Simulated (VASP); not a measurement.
# Si3Sn4 (P-43m) in VASP: further runs

Runs on Si3Sn4. Level: PBE. Tasks: single point, relaxation of cell and atoms.

Everything below comes from runs of VASP 6.6.1. Logs are shortened: lines on timing, memory, paths and dates and some standing lists are left out, and cuts for length are marked.

### 1 The cell of the first run

It takes space group P-43m (No. 215, cubic). Conventional cell: a = 5.945 Å, b = 5.945 Å, c = 5.945 Å, α = 90.00°, β = 90.00°, γ = 90.00°. Si (site symmetry -42m) has 4 Sn at 2.62 Å within 3.5 Å. Within 3.5 Å of Sn (site symmetry 3m) lie 3 Si at 2.62 Å.

### 2 Single point, PBE

File INCAR:

```
ALGO = Fast
EDIFF = 1E-6
ENCUT = 520
GGA = PE
ISIF = 2
ISMEAR = 0
LASPH = T
LCHARG = F
LREAL = F
LWAVE = F
NBANDS = 43
NELM = 100
PREC = Accurate
SIGMA = 0.2
```

File KPOINTS:

```
k-points
0
Gamma
  3 3 3
```

File POSCAR:

```
Si3Sn4
1.0
    5.9452120316      0.0000000000      0.0000000000
    0.0000000000      5.9452120316      0.0000000000
    0.0000000000      0.0000000000      5.9452120316
Si Sn
3 4
Direct
    0.0000000000      0.5000000000      0.0000000000
    0.5000000000      0.0000000000      0.0000000000
    0.0000000000      0.0000000000      0.5000000000
    0.7377962532      0.7377962532      0.2622037468
    0.7377962532      0.2622037468      0.7377962532
    0.2622037468      0.7377962532      0.7377962532
    0.2622037468      0.2622037468      0.2622037468
```

Potentials or basis: VASP PAW PBE potentials, release 64 (Si, Sn_d).

Started as:

```console
$ cat potpaw_PBE.64/Si/POTCAR potpaw_PBE.64/Sn_d/POTCAR > POTCAR
$ mpirun -np 1 vasp_std > vasp.out
```

OUTCAR:

```text
EDIFF = 1E-6
   ENCUT = 520
   GGA = PE
   ISIF = 2
   ISMEAR = 0
   LASPH = T
   LREAL = F
   NELM = 100
   PREC = Accurate

 ion  position               nearest neighbor table
   1  0.000  0.500  0.000-   4 2.62   5 2.62   6 2.62   7 2.62
   2  0.500  0.000  0.000-   4 2.62   5 2.62   6 2.62   7 2.62
   3  0.000  0.000  0.500-   4 2.62   5 2.62   6 2.62   7 2.62
   4  0.738  0.738  0.262-   1 2.62   2 2.62   3 2.62
   5  0.738  0.262  0.738-   1 2.62   2 2.62   3 2.62
   6  0.262  0.738  0.738-   1 2.62   2 2.62   3 2.62
   7  0.262  0.262  0.262-   1 2.62   2 2.62   3 2.62

  LATTYP: Found a simple cubic cell.
 ALAT       =     5.9452120316

  Lattice vectors:

 A1 = (   5.9452120316,   0.0000000000,   0.0000000000)
 A2 = (   0.0000000000,   5.9452120316,   0.0000000000)
 A3 = (   0.0000000000,   0.0000000000,   5.9452120316)

Analysis of symmetry for initial positions (statically):
=====================================================================
 Subroutine PRICEL returns:
 Original cell was already a primitive cell.

 Routine SETGRP: Setting up the symmetry group for a
 simple cubic supercell.

 Subroutine GETGRP returns: Found 24 space group operations
 (whereof 24 operations were pure point group operations)
 out of a pool of 48 trial point group operations.

The static configuration has the point symmetry T_d .

Analysis of symmetry for dynamics (positions and initial velocities):
=====================================================================
 Subroutine PRICEL returns:
 Original cell was already a primitive cell.

 Routine SETGRP: Setting up the symmetry group for a
 simple cubic supercell.

 Subroutine GETGRP returns: Found 24 space group operations
 (whereof 24 operations were pure point group operations)
 out of a pool of 48 trial point group operations.

The dynamic configuration has the point symmetry T_d .

 Subroutine INISYM returns: Found 24 space group operations
 (whereof 24 operations are pure point group operations),
 and found     1 'primitive' translations

----------------------------------------------------------------------------------------

                                     Primitive cell

  volume of cell :     210.1368

  direct lattice vectors                    reciprocal lattice vectors
     5.945212032  0.000000000  0.000000000     0.168202580  0.000000000  0.000000000
     0.000000000  5.945212032  0.000000000     0.000000000  0.168202580  0.000000000
     0.000000000  0.000000000  5.945212032     0.000000000  0.000000000  0.168202580

  length of vectors
     5.945212032  5.945212032  5.945212032     0.168202580  0.168202580  0.168202580

  position of ions in fractional coordinates (direct lattice)
     0.000000000  0.500000000  0.000000000
     0.500000000  0.000000000  0.000000000
     0.000000000  0.000000000  0.500000000
     0.737796253  0.737796253  0.262203747
     0.737796253  0.262203747  0.737796253
     0.262203747  0.737796253  0.737796253
     0.262203747  0.262203747  0.262203747

  ion indices of the primitive-cell ions
   primitive index   ion index
                 1           1
                 2           2
                 3           3
                 4           4
                 5           5
                 6           6
                 7           7

----------------------------------------------------------------------------------------

 KPOINTS: k-points

Automatic generation of k-mesh.
 Grid dimensions read from file:
 generate k-points for:    3    3    3

 Generating k-lattice:

  Cartesian coordinates                     Fractional coordinates (reciprocal lattice)
     0.056067527  0.000000000  0.000000000     0.333333333  0.000000000  0.000000000
     0.000000000  0.056067527  0.000000000     0.000000000  0.333333333  0.000000000
     0.000000000  0.000000000  0.056067527     0.000000000  0.000000000  0.333333333

  Length of vectors
     0.056067527  0.056067527  0.056067527

  Shift w.r.t. Gamma in fractional coordinates (k-lattice)
     0.000000000  0.000000000  0.000000000

 Subroutine IBZKPT returns following result:
 ===========================================

 Found      4 irreducible k-points:

 Following reciprocal coordinates:
            Coordinates               Weight
  0.000000  0.000000  0.000000      1.000000
  0.333333  0.000000  0.000000      6.000000
  0.333333  0.333333  0.000000     12.000000
  0.333333  0.333333  0.333333      8.000000
   k-points           NKPTS =      4   k-points in BZ     NKDIM =      4   number of bands    NBANDS=     43
   number of dos      NEDOS =    301   number of ions     NIONS =      7
   total plane-waves  NPLWV = 110592
   dimension x,y,z NGX =    48 NGY =   48 NGZ =   48
   dimension x,y,z NGXF=    96 NGYF=   96 NGZF=   96
   ions per type =               3   4
   NGX,Y,Z   is equivalent  to a cutoff of  13.42, 13.42, 13.42 a.u.
   NGXF,Y,Z  is equivalent  to a cutoff of  26.84, 26.84, 26.84 a.u.
 SYSTEM =  unknown system
   PREC   = accura    normal or accurate (medium, high low for compatibility)
   ISTART =      0    job   : 0-new  1-cont  2-samecut
   ICHARG =      2    charge: 1-file 2-atom 10-const
   ISPIN  =      1    spin polarized calculation?
   LNONCOLLINEAR =      F non collinear calculations
   LSORBIT =      F    spin-orbit coupling
   LASPH  =      T    aspherical Exc in radial PAW
   ENCUT  =  520.0 eV  38.22 Ry    6.18 a.u.  11.05 11.05 11.05*2*pi/ulx,y,z
   NELM   =    100;   NELMIN=  2; NELMDL= -5     # of ELM steps
   EDIFF  = 0.1E-05   stopping-criterion for ELM
   LREAL  =      F    real-space projection
   EDIFFG = 0.1E-04   stopping-criterion for IOM
   NSW    =      0    number of steps for IOM
   IBRION =     -1    ionic relax: 0-MD 1-quasi-New 2-CG
   NFREE  =      0    steps in history (QN), initial steepest desc. (CG)
   ISIF   =      2    stress and relaxation
   ISYM   =      2    0-nonsym 1-usesym 2-fastsym
   POTIM  = 0.5000    time-step for ionic-motion
   TEBEG  =    0.0;   TEEND  =   0.0 temperature during run
   PSTRESS=    0.0 pullay stress
   NELECT =      68.0000    total number of electrons
   NUPDOWN=      -1.0000    fix difference up-down
   EMIN   =  10.00;   EMAX   =-10.00  energy-range for DOS
   EFERMI =   0.00;   METHOD = LEGACY
   ISMEAR =     0;   SIGMA  =   0.20  broadening in eV -4-tet -1-fermi 0-gaus
   EFERMI_NEDOS =   21; number of points for ismear=-14 and -15
   IALGO  =     68    algorithm
   IMIX   =      4    mixing-type and parameters
     AMIX     =   0.40;   BMIX     =  1.00
     AMIX_MAG =   1.60;   BMIX_MAG =  1.00
  volume/ion in A,a.u.               =      30.02       202.58
  Fermi-wavevector in a.u.,A,eV,Ry     =   1.123942  2.123942 17.187491  1.263245
  Thomas-Fermi vector in A             =   2.260611
   LORBIT       =      0    0 simple, 1 ext, 2 COOP (PROOUT), +10 PAW based schemes
   GGA     = PE    functional components
   LHFCALC =     F    Hartree Fock is set to
   AEXX    =    0.0000 exact exchange contribution
   IVDW    =     0    specifies the selected vdW correction
   LEPSILON=     F    determine dielectric tensor
   LRPA    =     F    only Hartree local field effects (RPA)
 non-spin polarized calculation
 RMM-DIIS sequential band-by-band and
 Gauss-broadening in eV      SIGMA  =   0.20
  energy-cutoff  :      520.00
  volume of cell :      210.14
 maximum number of plane-waves:      5695
 NGX is ok and might be reduce to    48
   NGX = 23   NGY = 23   NGZ = 23

 number of electron      67.9999988 magnetization

 Free energy of the ion-electron system (eV)
  ---------------------------------------------------
  ext. energy  EPLUGINS =         0.00000000
  ---------------------------------------------------
  free energy    TOTEN  =       -29.28401739 eV

  energy without entropy =      -29.22858068  energy(sigma->0) =      -29.25629903

 E-fermi :   4.7941     XC(G=0):  -8.8963

 val. band max:        4.6381294883   @ k =   0.3333   0.0000   0.0000
 cond. band min:       4.9218034879   @ k =   0.3333   0.3333   0.0000
 fundamental gap:      0.2836739996
 Fermi energy:         4.7940556262

 k-point     1 :       0.0000    0.0000    0.0000
  band No.  band energies     occupation
      1     -16.3750      2.00000
      2     -16.3750      2.00000
      3     -16.3687      2.00000
      4     -16.3605      2.00000
      5     -16.3605      2.00000
      6     -16.3605      2.00000
[... 35 lines left out ...]
     42       7.0995      0.00000
     43       8.4637      0.00000

 k-point     2 :       0.3333    0.0000    0.0000
  band No.  band energies     occupation
      1     -16.3708      2.00000
      2     -16.3657      2.00000
      3     -16.3653      2.00000
      4     -16.3614      2.00000
      5     -16.3554      2.00000
      6     -16.3554      2.00000
[... 35 lines left out ...]
     42       8.3152      0.00000
     43       8.3152      0.00000

 k-point     3 :       0.3333    0.3333    0.0000
  band No.  band energies     occupation
      1     -16.3647      2.00000
      2     -16.3646      2.00000
      3     -16.3623      2.00000
      4     -16.3577      2.00000
      5     -16.3551      2.00000
      6     -16.3529      2.00000
[... 35 lines left out ...]
     42       8.9511      0.00000
     43       9.4733      0.00000

 k-point     4 :       0.3333    0.3333    0.3333
  band No.  band energies     occupation
      1     -16.3635      2.00000
      2     -16.3635      2.00000
      3     -16.3623      2.00000
      4     -16.3558      2.00000
      5     -16.3552      2.00000
      6     -16.3552      2.00000
[... 35 lines left out ...]
     42       9.0332      0.00000
     43       9.0555      0.00000

------------------------ aborting loop because EDIFF is reached ----------------------------------------

  FORCE on cell =-STRESS in cart. coord.  units (eV):
  Direction    XX          YY          ZZ          XY          YZ          ZX
  --------------------------------------------------------------------------------------
  -------------------------------------------------------------------------------------
  Total       -0.1387695     -0.1387695     -0.1387695     -0.0000000      0.0000000     -0.0000000
  in kB       -1.0580410     -1.0580410     -1.0580410     -0.0000000      0.0000000     -0.0000000
  external PRESSURE =      -1.0580410 kB  Pullay stress =       0.0000000 kB

 VOLUME and BASIS-vectors are now :
 -----------------------------------------------------------------------------
  energy-cutoff  :      520.00
  volume of cell :      210.14
      direct lattice vectors                 reciprocal lattice vectors
     5.945212032  0.000000000  0.000000000     0.168202580  0.000000000  0.000000000
     0.000000000  5.945212032  0.000000000     0.000000000  0.168202580  0.000000000
     0.000000000  0.000000000  5.945212032     0.000000000  0.000000000  0.168202580

 POSITION                                       TOTAL-FORCE (eV/Angst)
 -----------------------------------------------------------------------------------
      0.00000      2.97261      0.00000        -0.000000      0.000000      0.000000
      2.97261      0.00000      0.00000        -0.000000      0.000000      0.000000
      0.00000      0.00000      2.97261        -0.000000     -0.000000     -0.000000
      4.38636      4.38636      1.55886         0.015770      0.015770     -0.015770
      4.38636      1.55886      4.38636         0.015770     -0.015770      0.015770
      1.55886      4.38636      4.38636        -0.015770      0.015770      0.015770
      1.55886      1.55886      1.55886        -0.015770     -0.015770     -0.015770
 -----------------------------------------------------------------------------------
    total drift:                                0.000000      0.000000      0.000000

  FREE ENERGIE OF THE ION-ELECTRON SYSTEM (eV)
  ---------------------------------------------------
  free  energy   TOTEN  =       -29.2840173851 eV

  energy  without entropy=      -29.2285806765  energy(sigma->0) =      -29.25629903
```

Wall time 64 s (1 thread of Intel Xeon Platinum 8259CL at 2.50GHz (Skylake/Cascade Lake), shared host); peak memory 0.32 GiB.

Results:

```
Free energy            : -29.2840 eV
Pressure               : -0.1 GPa
Largest force          : 0.027 eV/Å
Band gap on the k mesh : zero (band 34 reaches 5.92 eV, above the bottom of band 35 at 4.92 eV)
```

Forces in eV/Å, atoms in the order of the input:
```
Si   0.000  0.000  0.000
Si   0.000  0.000  0.000
Si   0.000  0.000  0.000
Sn   0.016  0.016 -0.016
Sn   0.016 -0.016  0.016
Sn  -0.016  0.016  0.016
Sn  -0.016 -0.016 -0.016
```

Caveat: spin-orbit coupling is left out, which moves the levels of the heavy elements.

(Continued in part 2 of 2.)
